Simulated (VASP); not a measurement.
A run of VASP 6.6.1:

The input INCAR:

```
SYSTEM = Mn
PREC = Accurate ; ENCUT = 520
EDIFF = 1E-7 ; ISMEAR = -1
SIGMA = 0.05 ; LREAL = .FALSE.
LASPH = .TRUE. ; NELM = 150
ALGO = Normal ; ISIF = 2
LWAVE = .FALSE. ; LCHARG = .FALSE.
ISPIN = 2 ; MAGMOM = 3 3 3 3
LORBIT = 11 ; LMAXMIX = 4
NBANDS = 38
```

KPOINTS

```
regular mesh
0
G
  17 17 5
  0 0 0
```

The input POSCAR:

```
Mn
1.0
    2.3999023853      0.0000000000      0.0000000000
   -1.1999511926      2.0783764323      0.0000000000
    0.0000000000      0.0000000000      7.7325434981
Mn
4
Direct
    1.0000000000      1.0000000000      1.0000000000
    1.0000000000      0.0000000000      0.5000000000
    0.3333333333      0.6666666667      0.2500000000
    0.6666666667      0.3333333333      0.7500000000
```

Potentials or basis: VASP PAW LDA potentials, release 64 (Mn_pv).

The run is started by

```sh
$ cat potpaw_LDA.64/Mn_pv/POTCAR > POTCAR
$ mpirun -np 1 vasp_std > vasp.out
```

Hardware: 1 thread of Intel(R) Xeon(R) 6975P-C (Granite Rapids) (shared host).

Task: How long does it take, and how much memory?

Result: It took 2.1 min on 1 thread of Intel(R) Xeon(R) 6975P-C (Granite Rapids), on a shared host, peak memory 0.28 GiB. Counts: scf iterations 16, k points 99.
